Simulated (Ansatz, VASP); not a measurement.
One calculation of Cu, two programs

```
Cu
1.0
     1.23884   -4.02873    0.00000
     1.23884    4.02873    0.00000
     0.00000    0.00000    2.51720
Cu
2
Direct
  0.13406 0.86594 0.25000
  0.86594 0.13406 0.75000
```

Alike in both runs: functional PBE; k mesh 24 × 24 × 22; occupations gaussian, width 0.1 eV; no spin polarisation.

Ansatz relaxed the structure, and its values are those at the end. VASP's run is a single point on that final structure, the one shown.

```csv
,VASP,Ansatz
version,VASP 6.6.1,Ansatz 0.2.0
potentials or method,"VASP PAW PBE potentials, release 64 (Cu), cutoff 520 eV","scalar-relativistic, plane waves, PAW"
valence electrons in the cell,22,38
```

```tsv
	VASP	Ansatz	Ansatz less VASP
gap on the k mesh at the Fermi level (eV)	none	none	-
pressure (GPa)	1.3	0.0	-1.29
```

A gap of «none» marks a metal or a gap that the smearing closes. The functional is the same, so the differences come from potentials, cutoffs and numerics. VASP's potentials hold 22 valence electrons a cell and Ansatz's 38, so a difference there can come from the potentials and not from the codes.
